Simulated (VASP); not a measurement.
A run of VASP 6.6.1:

File POSCAR:

```
TiPd
1.0
    3.1800000000      0.0000000000      0.0000000000
    0.0000000000      3.1800000000      0.0000000000
    0.0000000000      0.0000000000      3.1800000000
Ti Pd
1 1
Direct
    0.0000000000      0.0000000000      0.0000000000
    0.5000000000      0.5000000000      0.5000000000
```

INCAR.step1

```
PREC = Accurate ; ENCUT = 600
ISMEAR = -1 ; SIGMA = 0.05
LREAL = F ; LASPH = T
NELM = 80 ; GGA = PE
ALGO = Normal ; EDIFF = 1E-4
LWAVE = T ; LCHARG = F
```

INCAR.step2

```
PREC = Accurate ; ENCUT = 600
EDIFF = 1E-7 ; ISMEAR = -1
SIGMA = 0.05 ; LREAL = F
LASPH = T ; NELM = 80
ALGO = Normal ; ISIF = 3
LWAVE = F ; LCHARG = F
METAGGA = R2SCAN ; LMIXTAU = T
IBRION = 2 ; NSW = 60
EDIFFG = -0.005 ; ISTART = 1
```

File KPOINTS:

```
Automatic mesh
0
Gamma
  14 14 14
```

Potentials or basis: VASP PAW PBE potentials, release 64 (Ti_sv, Pd).

The run is started by

```sh
$ cat potpaw_PBE.64/Ti_sv/POTCAR potpaw_PBE.64/Pd/POTCAR > POTCAR
$ cp INCAR.step1 INCAR
$ mpirun -np 1 vasp_std > vasp.out
$ cp INCAR.step2 INCAR
$ mpirun -np 1 vasp_std > vasp.out
```

Hardware: 1 thread of Intel(R) Xeon(R) 6975P-C (Granite Rapids), with other jobs on the host.

**Question.** How long does it take, and how much memory?

**Answer.** Run time: 5.7 min on 1 thread of Intel(R) Xeon(R) 6975P-C (Granite Rapids), on a shared host, peak memory 0.24 GiB. Counts: k points 120, ion steps 3.
